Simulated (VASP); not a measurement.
Write the native input for VASP 6.6.1 that does the following.

| Property | Result |
| --- | --- |
| Task | single point |
| Functional | PBEsol |
| Potentials or basis | VASP PAW PBE potentials, release 64 (Bi_d, Te) |
| Cutoff | 520 eV |
| k mesh | 12 × 12 × 8 |
| Occupations | gaussian, width 0.1 eV |
| Spin | no spin polarisation |
| Dipole correction | no |
| Further INCAR settings | ALGO = Normal; EDIFF = 1e-07; NBANDS = 29 |

The structure of BiTe lies in POSCAR:

```
BiTe
1.0
    3.3410257544      3.3410257544      0.0000000000
   -3.3410257544      3.3410257544      0.0000000000
    0.0000000000      0.0000000000      6.3071869542
Bi Te
2 2
Direct
    0.0000000000      0.0000000000      0.0000000000
    0.5000000000      0.5000000000      0.5000000000
    0.5000000000      0.5000000000      0.0000000000
    0.0000000000      0.0000000000      0.5000000000
```

This cell differs from its parent crystal: biaxial strain in the a-b plane: +4.5 %, then relaxed in part.

These files were run (other wordings do the same):

INCAR

```
SYSTEM = BiTe
ALGO = Normal
EDIFF = 1E-7
ENCUT = 520
GGA = PS
ISIF = 2
ISMEAR = 0
LASPH = .TRUE.
LCHARG = .TRUE.
LELF = .TRUE.
LREAL = .FALSE.
LVHAR = .TRUE.
LWAVE = .FALSE.
NBANDS = 29
NELM = 100
PREC = Accurate
SIGMA = 0.1
```

KPOINTS

```
k-points
0
G
  12 12 8
  0 0 0
```

Potentials or basis: VASP PAW PBE potentials, release 64 (Bi_d, Te).

The run is started by

```bash
$ cat potpaw_PBE.64/Bi_d/POTCAR potpaw_PBE.64/Te/POTCAR > POTCAR
$ mpirun -np 1 vasp_std > vasp.out
```

It gave:

```yaml
Pressure: -3.1 GPa
Band_gap_on_the_k_mesh: zero (band 21 reaches 8.52 eV, above the bottom of band 22 at 5.12 eV)
```

Caveat: the cell differs from its parent crystal (biaxial strain in the a-b plane: +4.5 %, then relaxed in part); the PAW data sets were made with another functional, which shifts forces and pressure a little; spin-orbit coupling is left out, which moves the levels of the heavy elements.

It took 6.6 min on 1 thread of Intel Xeon 6975P-C (shared host), peak memory 0.59 GiB.
